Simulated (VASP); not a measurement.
# HfB2 (P6/mmm) in VASP: notebook

Runs on HfB2. Level: r2SCAN. Tasks: relaxation of the atoms.

Everything below comes from runs of VASP 6.6.1. Logs are shortened: lines on timing, memory, paths and dates and some standing lists are left out, and cuts for length are marked.

## (1) The cell of the first run

It takes space group P6/mmm (No. 191, hexagonal). Conventional cell: a = 3.093 Å, b = 3.093 Å, c = 3.435 Å, α = 90.00°, β = 90.00°, γ = 120.00°. Hf (site symmetry 6/mmm) has 12 B at 2.48 Å and 6 Hf at 3.09 Å within 3.3 Å. B (site symmetry -6m2) has 3 B at 1.79 Å and 6 Hf at 2.48 Å within 2.5 Å.

## (2) Relaxation of the atoms, r2SCAN

POSCAR

```
HfB2
1.0
    3.0932475100      0.0000000000      0.0000000000
   -1.5466237600      2.6788309200      0.0000000000
    0.0000000000      0.0000000000      3.4349943300
Hf B
1 2
Direct
    0.0000000000      0.0000000000      0.0000000000
    0.3333333300      0.6666666700      0.5000000000
    0.6666666700      0.3333333300      0.5000000000
```

INCAR.step1

```
PREC = Accurate
ENCUT = 500
ISMEAR = -1
SIGMA = 0.1
LREAL = F
LASPH = T
NELM = 120
GGA = PE
ALGO = Normal
EDIFF = 1E-5
LWAVE = T
LCHARG = F
GGA_COMPAT = F
IBRION = 2
EDIFFG = -0.01
NELMIN = 4
NSW = 100
```

INCAR.step2

```
PREC = Accurate
ENCUT = 500
EDIFF = 1E-7
ISMEAR = -1
SIGMA = 0.1
LREAL = F
LASPH = T
NELM = 120
ALGO = Normal
ISIF = 2
LWAVE = F
LCHARG = F
METAGGA = R2SCAN
LMIXTAU = T
IBRION = 2
NSW = 50
EDIFFG = -0.01
ISTART = 1
GGA_COMPAT = F
NELMIN = 4
```

KPOINTS

```
Automatic mesh
0
Gamma
  12 12 10
```

Potentials or basis: VASP PAW PBE potentials, release 64 (Hf_pv, B).

The run is started by

```console
cat potpaw_PBE.64/Hf_pv/POTCAR potpaw_PBE.64/B/POTCAR > POTCAR
cp INCAR.step1 INCAR
mpirun -np 1 vasp_std > vasp.out
cp INCAR.step2 INCAR
mpirun -np 1 vasp_std > vasp.out
```

OUTCAR:

```text
PREC = Accurate
   ENCUT = 500
   EDIFF = 1E-7
   ISMEAR = -1
   LREAL = F
   LASPH = T
   NELM = 120
   ISIF = 2
   METAGGA = R2SCAN
   IBRION = 2
   NSW = 50
   EDIFFG = -0.01
   ISTART = 1
   NELMIN = 4

 ion  position               nearest neighbor table
   1  0.000  0.000  0.000-   2 2.48   3 2.48   2 2.48   3 2.48   2 2.48   2 2.48   3 2.48   3 2.48
                             3 2.48   3 2.48   2 2.48   2 2.48
   2  0.333  0.667  0.500-   3 1.79   3 1.79   3 1.79   1 2.48   1 2.48   1 2.48   1 2.48   1 2.48
                             1 2.48
   3  0.667  0.333  0.500-   2 1.79   2 1.79   2 1.79   1 2.48   1 2.48   1 2.48   1 2.48   1 2.48
                             1 2.48

  LATTYP: Found a hexagonal cell.
 ALAT       =     3.0932475100
 C/A-ratio  =     1.1104815631

  Lattice vectors:

 A1 = (   3.0932475100,   0.0000000000,   0.0000000000)
 A2 = (  -1.5466237600,   2.6788309200,   0.0000000000)
 A3 = (   0.0000000000,   0.0000000000,   3.4349943300)

Analysis of symmetry for initial positions (statically):
=====================================================================
 Subroutine PRICEL returns:
 Original cell was already a primitive cell.

 Routine SETGRP: Setting up the symmetry group for a
 hexagonal supercell.

 Subroutine GETGRP returns: Found 24 space group operations
 (whereof 24 operations were pure point group operations)
 out of a pool of 24 trial point group operations.

The static configuration has the point symmetry D_6h.

Analysis of symmetry for dynamics (positions and initial velocities):
=====================================================================
 Subroutine PRICEL returns:
 Original cell was already a primitive cell.

 Routine SETGRP: Setting up the symmetry group for a
 hexagonal supercell.

 Subroutine GETGRP returns: Found 24 space group operations
 (whereof 24 operations were pure point group operations)
 out of a pool of 24 trial point group operations.

The dynamic configuration has the point symmetry D_6h.

 Subroutine INISYM returns: Found 24 space group operations
 (whereof 24 operations are pure point group operations),
 and found     1 'primitive' translations

----------------------------------------------------------------------------------------

                                     Primitive cell

  volume of cell :      28.4633

[... 101 lines left out ...]
   NELECT =      16.0000    total number of electrons
   NUPDOWN=      -1.0000    fix difference up-down
   EMIN   =  10.00;   EMAX   =-10.00  energy-range for DOS
   EFERMI =   0.00;   METHOD = LEGACY
   ISMEAR =    -1;   SIGMA  =   0.10  broadening in eV -4-tet -1-fermi 0-gaus
   EFERMI_NEDOS =   21; number of points for ismear=-14 and -15
   IALGO  =     38    algorithm
   IMIX   =      4    mixing-type and parameters
     AMIX     =   0.40;   BMIX     =  1.00
     AMIX_MAG =   1.60;   BMIX_MAG =  1.00
  volume/ion in A,a.u.               =       9.49        64.03
  Fermi-wavevector in a.u.,A,eV,Ry     =   1.351096  2.553201 24.836891  1.825460
  Thomas-Fermi vector in A             =   2.478546
   LORBIT       =      0    0 simple, 1 ext, 2 COOP (PROOUT), +10 PAW based schemes
   METAGGA = R2SCAN    functional components
   LHFCALC =     F    Hartree Fock is set to
   AEXX    =    0.0000 exact exchange contribution
   IVDW    =     0    specifies the selected vdW correction
   LEPSILON=     F    determine dielectric tensor
   LRPA    =     F    only Hartree local field effects (RPA)
 conjugate gradient relaxation of ions
 non-spin polarized calculation
  energy-cutoff  :      500.00
  volume of cell :       28.46
 maximum number of plane-waves:       739
 NGX is ok and might be reduce to    24
   NGX = 11   NGY = 11   NGZ = 13

 number of electron      16.0000001 magnetization

 Free energy of the ion-electron system (eV)
  ---------------------------------------------------
  ext. energy  EPLUGINS =         0.00000000
  ---------------------------------------------------
  free energy    TOTEN  =       -63.05780972 eV

  energy without entropy =      -63.04980530  energy(sigma->0) =      -63.05380751

 E-fermi :   8.1715     XC(G=0): -13.7776

 val. band max:        8.0463725302   @ k =   0.1667   0.1667   0.2000
 cond. band min:       8.2199287457   @ k =   0.0833   0.0833   0.3000
 fundamental gap:      0.1735562155
 Fermi energy:         8.1715019805

 k-point     1 :       0.0000    0.0000    0.0000
  band No.  band energies     occupation
      1     -23.6853      2.00000
      2     -23.1117      2.00000
      3     -23.1117      2.00000
      4      -6.8779      2.00000
      5       4.8277      2.00000
      6       4.9252      2.00000
      7       4.9252      2.00000
      8       4.9741      2.00000
      9      12.5112      0.00000
     10      12.5112      0.00000
     11      13.2230      0.00000
     12      13.2230      0.00000
[... 331 lines left out ...]
 k-point    24 :       0.3333   -0.0000    0.1000
  band No.  band energies     occupation
      1     -23.8074      2.00000
      2     -23.5894      2.00000
      3     -23.2660      2.00000
      4      -4.4523      2.00000
      5       0.5059      2.00000
      6       3.7598      2.00000
      7       4.3691      2.00000
      8       5.4431      2.00000
      9      10.4901      0.00000
     10      11.3987      0.00000
     11      11.8694      0.00000
     12      13.4499      0.00000

 [... further k-points ...]

------------------------ aborting loop because EDIFF is reached ----------------------------------------

  FORCE on cell =-STRESS in cart. coord.  units (eV):
  Direction    XX          YY          ZZ          XY          YZ          ZX
  --------------------------------------------------------------------------------------
  -------------------------------------------------------------------------------------
  Total        2.0154230      2.0154230      1.7604097     -0.0000000      0.0000000      0.0000000
  in kB      113.4464222    113.4464219     99.0919417     -0.0000002      0.0000000      0.0000000
  external PRESSURE =     108.6615952 kB  Pullay stress =       0.0000000 kB

 VOLUME and BASIS-vectors are now :
 -----------------------------------------------------------------------------
  energy-cutoff  :      500.00
  volume of cell :       28.46
      direct lattice vectors                 reciprocal lattice vectors
     3.093247510  0.000000000  0.000000000     0.323284831  0.186648585  0.000000000
    -1.546623760  2.678830920  0.000000000     0.000000000  0.373297169  0.000000000
     0.000000000  0.000000000  3.434994330     0.000000000  0.000000000  0.291121296

 POSITION                                       TOTAL-FORCE (eV/Angst)
 -----------------------------------------------------------------------------------
      0.00000      0.00000      0.00000        -0.000000      0.000000      0.000000
     -0.00000      1.78589      1.71750        -0.000000     -0.000000      0.000000
      1.54662      0.89294      1.71750         0.000000      0.000000      0.000000
 -----------------------------------------------------------------------------------
    total drift:                                0.000000     -0.000000     -0.000000

  FREE ENERGIE OF THE ION-ELECTRON SYSTEM (eV)
  ---------------------------------------------------
  free  energy   TOTEN  =       -63.0578097246 eV

  energy  without entropy=      -63.0498053008  energy(sigma->0) =      -63.05380751

 reached required accuracy - stopping structural energy minimisation
```

OUTCAR.step1:

```text
PREC = Accurate
   ENCUT = 500
   ISMEAR = -1
   LREAL = F
   LASPH = T
   NELM = 120
   GGA = PE
[... 591 lines left out ...]
      0.00000      0.00000      0.00000         0.000000      0.000000     -0.000000
     -0.00000      1.78589      1.71750         0.000000      0.000000     -0.000000
      1.54662      0.89294      1.71750        -0.000000      0.000000      0.000000
 -----------------------------------------------------------------------------------
    total drift:                                0.000000     -0.000000     -0.000000

  FREE ENERGIE OF THE ION-ELECTRON SYSTEM (eV)
  ---------------------------------------------------
  free  energy   TOTEN  =       -26.3521007585 eV

  energy  without entropy=      -26.3439641063  energy(sigma->0) =      -26.34803243

 reached required accuracy - stopping structural energy minimisation
```

OSZICAR.step1:

```text
N       E                     dE             d eps       ncg     rms          rms(c)
DAV:   1     0.281998913198E+02    0.28200E+02   -0.83156E+03  2736   0.124E+03
DAV:   2    -0.270159325146E+02   -0.55216E+02   -0.52015E+02  3376   0.238E+02
DAV:   3    -0.287840632032E+02   -0.17681E+01   -0.17330E+01  3584   0.327E+01
DAV:   4    -0.287977346372E+02   -0.13671E-01   -0.13657E-01  3276   0.308E+00
DAV:   5    -0.287978737081E+02   -0.13907E-03   -0.13905E-03  3544   0.248E-01    0.564E+01
DAV:   6    -0.264766446415E+02    0.23212E+01   -0.52330E+00  3260   0.154E+01    0.410E+01
DAV:   7    -0.264331926584E+02    0.43452E-01   -0.17611E+00  3436   0.936E+00    0.119E+01
DAV:   8    -0.263572299740E+02    0.75963E-01   -0.52373E-01  3236   0.517E+00    0.203E+00
DAV:   9    -0.263521614152E+02    0.50686E-02   -0.35965E-02  3180   0.151E+00    0.277E-01
DAV:  10    -0.263521038588E+02    0.57556E-04   -0.91531E-04  3328   0.270E-01    0.376E-01
DAV:  11    -0.263521049939E+02   -0.11352E-05   -0.10050E-04  3284   0.813E-02    0.180E-01
DAV:  12    -0.263521007585E+02    0.42355E-05   -0.78831E-06  1940   0.265E-02
   1 F= -.26352101E+02 E0= -.26348032E+02  d E =-.263521E+02
```

Run time: 3.3 min. Hardware: 1 thread of Oxide Virtual Turin-like, shared host; peak memory 0.14 GiB.

Results:

- Free energy: -63.0578 eV
- Pressure after relaxing: 10.9 GPa
- Band gap on the k mesh: zero (bands 8 and 9 overlap by 1.49 eV)

Final structure:
```
Hf B
1.0
     3.09325    0.00000    0.00000
    -1.54662    2.67883    0.00000
     0.00000    0.00000    3.43499
Hf B
1 2
Direct
  0.00000 0.00000 0.00000
  0.33333 0.66667 0.50000
  0.66667 0.33333 0.50000
```

Levels at points of the mesh, in eV from the Fermi level:
```
           k point  band 4  band 5  band 6  band 7  band 8  band 9  band 10  band 11  band 12
(0.00, 0.00, 0.00)  -15.05   -3.34   -3.25   -3.25   -3.20    4.34     4.34     5.05     5.05
(0.50, 0.00, 0.00)  -10.72   -9.96   -4.67   -3.86   -3.23    2.14     2.88     6.09     6.17
(0.00, 0.00, 0.50)  -12.45   -9.14   -1.39   -1.39    0.25    0.25     1.01     1.01     2.38
(0.50, 0.00, 0.50)  -11.42   -8.29   -5.53   -5.24   -3.05    4.25     4.54     6.73     7.77
```

Caveat: the PAW data sets were made with another functional, which shifts forces and pressure a little; spin-orbit coupling is left out, which moves the levels of the heavy elements.

## (3) Relaxation of the atoms, r2SCAN

This run uses another cell than the first one, of 9.69 Å³/atom.

POSCAR

```
HfB2
1.0
    3.1145809300      0.0000000000      0.0000000000
   -1.5572904600      2.6973062000      0.0000000000
    0.0000000000      0.0000000000      3.4586846900
Hf B
1 2
Direct
    0.0000000000      0.0000000000      0.0000000000
    0.3333333300      0.6666666700      0.5000000000
    0.6666666700      0.3333333300      0.5000000000
```

INCAR.step1

```
SYSTEM = HfB2
PREC = Accurate
ENCUT = 500
ISMEAR = -1
SIGMA = 0.1
LREAL = .False.
LASPH = .True.
NELM = 120
GGA = PE
ALGO = Normal
EDIFF = 1E-5
LWAVE = .True.
LCHARG = .False.
GGA_COMPAT = .False.
IBRION = 2
EDIFFG = -0.01
NELMIN = 4
NSW = 100
```

INCAR.step2

```
SYSTEM = HfB2
PREC = Accurate
ENCUT = 500
EDIFF = 1E-7
ISMEAR = -1
SIGMA = 0.1
LREAL = .False.
LASPH = .True.
NELM = 120
ALGO = Normal
ISIF = 2
LWAVE = .False.
LCHARG = .False.
METAGGA = R2SCAN
LMIXTAU = .True.
IBRION = 2
NSW = 50
EDIFFG = -0.01
ISTART = 1
GGA_COMPAT = .False.
NELMIN = 4
```

KPOINTS

```
Automatic mesh
0
Gamma
  12 12 10
  0 0 0
```

Potentials or basis: VASP PAW PBE potentials, release 64 (Hf_pv, B).

The run is started by

```console
cat potpaw_PBE.64/Hf_pv/POTCAR potpaw_PBE.64/B/POTCAR > POTCAR
cp INCAR.step1 INCAR
mpirun -np 1 vasp_std > vasp.out
cp INCAR.step2 INCAR
mpirun -np 1 vasp_std > vasp.out
```

Run time: 5.1 min. Hardware: 1 thread of Oxide Virtual Turin-like, shared host; peak memory 0.15 GiB.

The run converged. Its results:

| Property | Result |
| --- | --- |
| Free energy | -63.0871 eV |
| Pressure after relaxing | 4.8 GPa |
| Band gap on the k mesh | zero (bands 8 and 9 overlap by 1.47 eV) |

Stress tensor (GPa, compression positive):
```
5.09 0.00 0.00
0.00 5.09 0.00
0.00 0.00 4.32
```

Final structure:
```
Hf B
1.0
     3.11458    0.00000    0.00000
    -1.55729    2.69731    0.00000
     0.00000    0.00000    3.45868
Hf B
1 2
Direct
  0.00000 0.00000 0.00000
  0.33333 0.66667 0.50000
  0.66667 0.33333 0.50000
```

Levels at points of the mesh, in eV from the Fermi level:
```csv
k point,band 4,band 5,band 6,band 7,band 8,band 9,band 10,band 11,band 12
"(0.00, 0.00, 0.00)",-14.93,-3.29,-3.21,-3.20,-3.20,4.23,4.23,4.93,4.93
"(0.50, 0.00, 0.00)",-10.61,-9.95,-4.59,-3.83,-3.16,2.10,2.82,5.92,6.02
"(0.00, 0.00, 0.50)",-12.42,-9.06,-1.39,-1.39,0.25,0.25,0.99,0.99,2.32
"(0.50, 0.00, 0.50)",-11.31,-8.26,-5.45,-5.17,-3.10,4.13,4.41,6.56,7.56
```

Caveat: the PAW data sets were made with another functional, which shifts forces and pressure a little; spin-orbit coupling is left out, which moves the levels of the heavy elements.

The gap in the log of VASP goes by the Fermi energy; the results here count the filled bands.